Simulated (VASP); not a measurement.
# Sc (P6/mmm) in VASP: notebook

Sc is run at these levels: PBE+D3(BJ); tasks: single point.

Program: VASP 6.6.1. These are calculated values, not measurements. Logs are shortened: lines on timing, memory, paths and dates and some standing lists are left out, and cuts for length are marked.

## Step 1: The cell of the first run

Symmetry: P6/mmm, No. 191, hexagonal system. Conventional cell: a = 4.837 Å, b = 4.837 Å, c = 3.046 Å, α = 90.00°, β = 90.00°, γ = 120.00°. Within 4.0 Å of Sc (site symmetry 6/mmm) lie 14 Sc at 3.05 to 3.18 Å. Sc (site symmetry -6m2) has 11 Sc at 2.79 to 3.18 Å within 3.7 Å.

This isn't the form of Sc at room conditions, which is hcp.

## Step 2: Single point, PBE+D3(BJ)

File INCAR:

```
SYSTEM = Sc
PREC = Accurate
ENCUT = 500
EDIFF = 1E-6
ISMEAR = -1
SIGMA = 0.05
LREAL = .FALSE.
LASPH = .TRUE.
NELM = 120
ALGO = Normal
ISIF = 2
LWAVE = .FALSE.
LCHARG = .FALSE.
GGA = PE
IVDW = 12
NBANDS = 24
ISYM = -1
GGA_COMPAT = .FALSE.
KPAR = 1
```

File KPOINTS:

```
explicit points
352
Reciprocal
  0.06250000   0.06250000   0.04545455 2
  0.06250000   0.06250000   0.13636364 2
  0.06250000   0.06250000   0.22727273 2
  0.06250000   0.06250000   0.31818182 2
  0.06250000   0.06250000   0.40909091 2
  0.06250000   0.06250000   0.50000000 2
[... 344 lines left out ...]
  0.43750000   0.93750000   0.86363636 2
  0.43750000   0.93750000   0.95454545 2
```

File POSCAR:

```
Sc
1.0
    4.8365697325      0.0000000000      0.0000000000
   -2.4182848662      4.1885922555      0.0000000000
    0.0000000000      0.0000000000      3.0459062202
Sc
3
Direct
    0.0000000000      0.0000000000      0.0000000000
    0.3333333333      0.6666666667      0.5000000000
    0.6666666667      0.3333333333      0.5000000000
```

Potentials or basis: VASP PAW PBE potentials, release 64 (Sc_sv).

Command:

```sh
$ cat potpaw_PBE.64/Sc_sv/POTCAR > POTCAR
$ mpirun -np 4 vasp_std > vasp.out
```

OUTCAR:

```text
SYSTEM = Sc
   PREC = Accurate
   ENCUT = 500
   EDIFF = 1E-6
   ISMEAR = -1
   LREAL = .FALSE.
   LASPH = .TRUE.
   NELM = 120
   ISIF = 2
   GGA = PE
   IVDW = 12
   ISYM = -1
 IVDW          = 12

 ion  position               nearest neighbor table
   1  0.000  0.000  0.000-   2 3.18   3 3.18   2 3.18   3 3.18   2 3.18   2 3.18   3 3.18   3 3.18
                             3 3.18   3 3.18   2 3.18   2 3.18
   2  0.333  0.667  0.500-   3 2.79   3 2.79   3 2.79   1 3.18   1 3.18   1 3.18   1 3.18   1 3.18
                             1 3.18
   3  0.667  0.333  0.500-   2 2.79   2 2.79   2 2.79   1 3.18   1 3.18   1 3.18   1 3.18   1 3.18
                             1 3.18

IMPORTANT INFORMATION: All symmetrisations will be switched off!
NOSYMM: (Re-)initialisation of all symmetry stuff for point group C_1.

----------------------------------------------------------------------------------------

                                     Primitive cell

  volume of cell :      61.7052

  direct lattice vectors                    reciprocal lattice vectors
     4.836569733  0.000000000  0.000000000     0.206758107  0.119371848  0.000000000
    -2.418284866  4.188592255  0.000000000     0.000000000  0.238743697  0.000000000
     0.000000000  0.000000000  3.045906220     0.000000000  0.000000000  0.328309517

  length of vectors
     4.836569733  4.836569732  3.045906220     0.238743697  0.238743697  0.328309517

  position of ions in fractional coordinates (direct lattice)
     0.000000000  0.000000000  0.000000000
     0.333333333  0.666666667  0.500000000
     0.666666667  0.333333333  0.500000000

  ion indices of the primitive-cell ions
   primitive index   ion index
                 1           1
                 2           2
                 3           3

----------------------------------------------------------------------------------------

 KPOINTS: explicit points

Read explicit list of k-points.

 Found    352 k-points:

 Following reciprocal coordinates:
            Coordinates               Weight
  0.062500  0.062500  0.045455      0.002841
  0.062500  0.062500  0.136364      0.002841
  0.062500  0.062500  0.227273      0.002841
  0.062500  0.062500  0.318182      0.002841
  0.062500  0.062500  0.409091      0.002841
  0.062500  0.062500  0.500000      0.002841
[... 16 lines left out ...]
  0.062500  0.312500  0.045455      0.002841
  0.062500  0.312500  0.136364      0.002841
 [... further k-points ...]
   k-points           NKPTS =    352   k-points in BZ     NKDIM =    352   number of bands    NBANDS=     24
   number of dos      NEDOS =    301   number of ions     NIONS =      3
   total plane-waves  NPLWV =  31104
   dimension x,y,z NGX =    36 NGY =   36 NGZ =   24
   dimension x,y,z NGXF=    72 NGYF=   72 NGZF=   48
   ions per type =               3
   NGX,Y,Z   is equivalent  to a cutoff of  12.37, 12.37, 13.10 a.u.
   NGXF,Y,Z  is equivalent  to a cutoff of  24.75, 24.75, 26.20 a.u.
 SYSTEM =  Sc
   PREC   = accura    normal or accurate (medium, high low for compatibility)
   ISTART =      0    job   : 0-new  1-cont  2-samecut
   ICHARG =      2    charge: 1-file 2-atom 10-const
   ISPIN  =      1    spin polarized calculation?
   LNONCOLLINEAR =      F non collinear calculations
   LSORBIT =      F    spin-orbit coupling
   LASPH  =      T    aspherical Exc in radial PAW
   ENCUT  =  500.0 eV  36.75 Ry    6.06 a.u.   8.82  8.82  5.55*2*pi/ulx,y,z
   NELM   =    120;   NELMIN=  2; NELMDL= -5     # of ELM steps
   EDIFF  = 0.1E-05   stopping-criterion for ELM
   LREAL  =      F    real-space projection
   EDIFFG = 0.1E-04   stopping-criterion for IOM
   NSW    =      0    number of steps for IOM
   IBRION =     -1    ionic relax: 0-MD 1-quasi-New 2-CG
   NFREE  =      0    steps in history (QN), initial steepest desc. (CG)
   ISIF   =      2    stress and relaxation
   ISYM   =     -1    0-nonsym 1-usesym 2-fastsym
   POTIM  = 0.5000    time-step for ionic-motion
   TEBEG  =    0.0;   TEEND  =   0.0 temperature during run
   PSTRESS=    0.0 pullay stress
   NELECT =      33.0000    total number of electrons
   NUPDOWN=      -1.0000    fix difference up-down
   EMIN   =  10.00;   EMAX   =-10.00  energy-range for DOS
   EFERMI =   0.00;   METHOD = LEGACY
   ISMEAR =    -1;   SIGMA  =   0.05  broadening in eV -4-tet -1-fermi 0-gaus
   EFERMI_NEDOS =   21; number of points for ismear=-14 and -15
   IALGO  =     38    algorithm
   IMIX   =      4    mixing-type and parameters
     AMIX     =   0.40;   BMIX     =  1.00
     AMIX_MAG =   1.60;   BMIX_MAG =  1.00
  volume/ion in A,a.u.               =      20.57       138.80
  Fermi-wavevector in a.u.,A,eV,Ry     =   1.328838  2.511140 24.025319  1.765811
  Thomas-Fermi vector in A             =   2.458046
   LORBIT       =      0    0 simple, 1 ext, 2 COOP (PROOUT), +10 PAW based schemes
   GGA     = PE    functional components
   LHFCALC =     F    Hartree Fock is set to
   AEXX    =    0.0000 exact exchange contribution
   IVDW    =    12    specifies the selected vdW correction
   LEPSILON=     F    determine dielectric tensor
   LRPA    =     F    only Hartree local field effects (RPA)
 non-spin polarized calculation
  energy-cutoff  :      500.00
  volume of cell :       61.71
 maximum number of plane-waves:      1580
 NGX is ok and might be reduce to    36
   NGX = 17   NGY = 17   NGZ = 11

 number of electron      33.0000001 magnetization

 Free energy of the ion-electron system (eV)
  ---------------------------------------------------
  ext. energy  EPLUGINS =         0.00000000
  ---------------------------------------------------
  free energy    TOTEN  =       -18.18671183 eV

  energy without entropy =      -18.14061806  energy(sigma->0) =      -18.16366494

 E-fermi :   4.7234     XC(G=0): -10.6237

 val. band max:        4.7224526636   @ k =   0.4375   0.0625   0.4091
 cond. band min:       4.7245600264   @ k =   0.3125   0.5625   0.4091
 fundamental gap:      0.0021073628
 Fermi energy:         4.7233557233

 k-point     1 :       0.0625    0.0625    0.0455
  band No.  band energies     occupation
      1     -44.2231      2.00000
      2     -44.0581      2.00000
      3     -44.0278      2.00000
      4     -23.1356      2.00000
      5     -23.1204      2.00000
      6     -22.8451      2.00000
[... 16 lines left out ...]
     23       7.2879      0.00000
     24       7.3343      0.00000

 k-point     2 :       0.0625    0.0625    0.1364
  band No.  band energies     occupation
      1     -44.2128      2.00000
      2     -44.0541      2.00000
      3     -44.0211      2.00000
      4     -23.1240      2.00000
      5     -23.1083      2.00000
      6     -22.8330      2.00000
[... 16 lines left out ...]
     23       7.3188      0.00000
     24       7.3362      0.00000

 k-point     3 :       0.0625    0.0625    0.2273
  band No.  band energies     occupation
      1     -44.1951      2.00000
      2     -44.0477      2.00000
      3     -44.0099      2.00000
      4     -23.1044      2.00000
      5     -23.0880      2.00000
      6     -22.8648      2.00000
[... 16 lines left out ...]
     23       7.2035      0.00000
     24       7.5862      0.00000

 k-point     4 :       0.0625    0.0625    0.3182
  band No.  band energies     occupation
      1     -44.1752      2.00000
      2     -44.0412      2.00000
      3     -43.9976      2.00000
      4     -23.0834      2.00000
      5     -23.0659      2.00000
      6     -22.9643      2.00000
[... 16 lines left out ...]
     23       8.1256      0.00000
     24       8.3301      0.00000

 k-point     5 :       0.0625    0.0625    0.4091
  band No.  band energies     occupation
      1     -44.1595      2.00000
      2     -44.0368      2.00000
      3     -43.9882      2.00000
      4     -23.0682      2.00000
      5     -23.0490      2.00000
      6     -23.0437      2.00000
[... 16 lines left out ...]
     23       8.8651      0.00000
     24       8.9076      0.00000

 k-point     6 :       0.0625    0.0625    0.5000
  band No.  band energies     occupation
      1     -44.1534      2.00000
      2     -44.0353      2.00000
      3     -43.9847      2.00000
      4     -23.0749      2.00000
      5     -23.0612      2.00000
      6     -23.0427      2.00000
[... 16 lines left out ...]
     23       8.9838      0.00000
     24       9.0418      0.00000
[... 379 lines left out ...]
 k-point    21 :       0.0625    0.1875    0.8636
  band No.  band energies     occupation
      1     -44.1946      2.00000
      2     -44.0582      2.00000
      3     -44.0356      2.00000
      4     -23.1716      2.00000
      5     -23.1070      2.00000
      6     -22.7833      2.00000
[... 16 lines left out ...]
     23       7.1945      0.00000
     24       7.4906      0.00000

 k-point    22 :       0.0625    0.1875    0.9545
  band No.  band energies     occupation
      1     -44.2043      2.00000
      2     -44.0629      2.00000
      3     -44.0423      2.00000
      4     -23.1873      2.00000
      5     -23.1220      2.00000
      6     -22.7745      2.00000
[... 16 lines left out ...]
     23       7.1195      0.00000
     24       7.5584      0.00000

 k-point    23 :       0.0625    0.3125    0.0455
  band No.  band energies     occupation
      1     -44.1748      2.00000
      2     -44.0766      2.00000
      3     -44.0586      2.00000
      4     -23.2342      2.00000
      5     -23.0756      2.00000
      6     -22.7347      2.00000
[... 16 lines left out ...]
     23       7.2090      0.00000
     24       8.0248      0.00000

 k-point    24 :       0.0625    0.3125    0.1364
  band No.  band energies     occupation
      1     -44.1661      2.00000
      2     -44.0700      2.00000
      3     -44.0528      2.00000
      4     -23.2152      2.00000
      5     -23.0654      2.00000
      6     -22.7711      2.00000
[... 16 lines left out ...]
     23       7.2828      0.00000
     24       7.9165      0.00000

 [... further k-points ...]

------------------------ aborting loop because EDIFF is reached ----------------------------------------

 Edisp (eV)   -1.40311

 E8    (eV) :    -0.6812

  FORCE on cell =-STRESS in cart. coord.  units (eV):
  Direction    XX          YY          ZZ          XY          YZ          ZX
  --------------------------------------------------------------------------------------
  -------------------------------------------------------------------------------------
  Total       3.26400     3.25972     3.30222    -0.00369     0.00000    -0.00000
  in kB      84.74971    84.63879    85.74215    -0.09580     0.00008    -0.00007
  external pressure =       85.04 kB  Pullay stress =        0.00 kB

 VOLUME and BASIS-vectors are now :
 -----------------------------------------------------------------------------
  energy-cutoff  :      500.00
  volume of cell :       61.71
      direct lattice vectors                 reciprocal lattice vectors
     4.836569733  0.000000000  0.000000000     0.206758107  0.119371848  0.000000000
    -2.418284866  4.188592255  0.000000000     0.000000000  0.238743697  0.000000000
     0.000000000  0.000000000  3.045906220     0.000000000  0.000000000  0.328309517

 POSITION                                       TOTAL-FORCE (eV/Angst)
 -----------------------------------------------------------------------------------
      0.00000      0.00000      0.00000        -0.000006      0.000007      0.000003
     -0.00000      2.79239      1.52295        -0.004303      0.002480      0.000004
      2.41828      1.39620      1.52295         0.004309     -0.002487     -0.000007
 -----------------------------------------------------------------------------------
    total drift:                                0.000004      0.000010      0.000003

  FREE ENERGIE OF THE ION-ELECTRON SYSTEM (eV)
  ---------------------------------------------------
  free  energy   TOTEN  =       -19.5898222410 eV

  energy  without entropy=      -19.5437284743  energy(sigma->0) =      -19.56677536
```

It took 1.7 min on 4 MPI ranks of Intel Xeon Platinum 8259CL at 2.50GHz (Skylake/Cascade Lake), shared host; peak memory 0.27 GiB.

Results:

| Property | Result |
| --- | --- |
| Free energy | -19.5898 eV |
| Pressure | 8.5 GPa |
| Largest force | 0.005 eV/Å |
| Band gap on the k mesh | zero (an odd number of electrons rules out a gap without spin polarisation) |
| Dispersion energy per atom | -0.468 eV |

Forces on the atoms (eV/Å):
```
Sc   0.000  0.000  0.000
Sc  -0.004  0.002  0.000
Sc   0.004 -0.002  0.000
```

Caveat: the cell stands under pressure.

## Step 3: Single point, PBE+D3(BJ)

File INCAR:

```
SYSTEM = Sc
PREC = Accurate
ENCUT = 520
EDIFF = 1E-6
ISMEAR = -1
SIGMA = 0.05
LREAL = .FALSE.
LASPH = .TRUE.
NELM = 60
ALGO = Normal
ISIF = 2
LWAVE = .FALSE.
LCHARG = .FALSE.
GGA = PE
IVDW = 12
NBANDS = 24
ISYM = 0
```

File KPOINTS:

```
Automatic mesh
0
Gamma
  8 8 11
  0.5 0.5 0.5
```

POSCAR is that of step 2.

Potentials or basis: VASP PAW PBE potentials, release 64 (Sc_sv).

Command:

```sh
$ cat potpaw_PBE.64/Sc_sv/POTCAR > POTCAR
$ mpirun -np 1 vasp_std > vasp.out
```

It took 7.9 min on 1 thread of Intel Xeon 6975P-C (Granite Rapids), shared host; peak memory 1.1 GiB.

It converged, with:

```
Free energy                : -19.5903 eV
Pressure                   : 8.5 GPa
Band gap on the k mesh     : zero (an odd number of electrons rules out a gap without spin polarisation)
Dispersion energy per atom : -0.468 eV
```

Stress tensor (GPa, compression positive):
```
8.48 0.00 0.00
0.00 8.48 0.00
0.00 0.00 8.58
```

Levels at points of the mesh, in eV from the Fermi level:
```
           k point  band 13  band 14  band 15  band 16  band 17  band 18  band 19  band 20
(0.06, 0.06, 0.05)    -5.14    -1.01    -0.26    -0.13     0.13     0.21     1.14     1.96
```

Caveat: the cell stands under pressure.
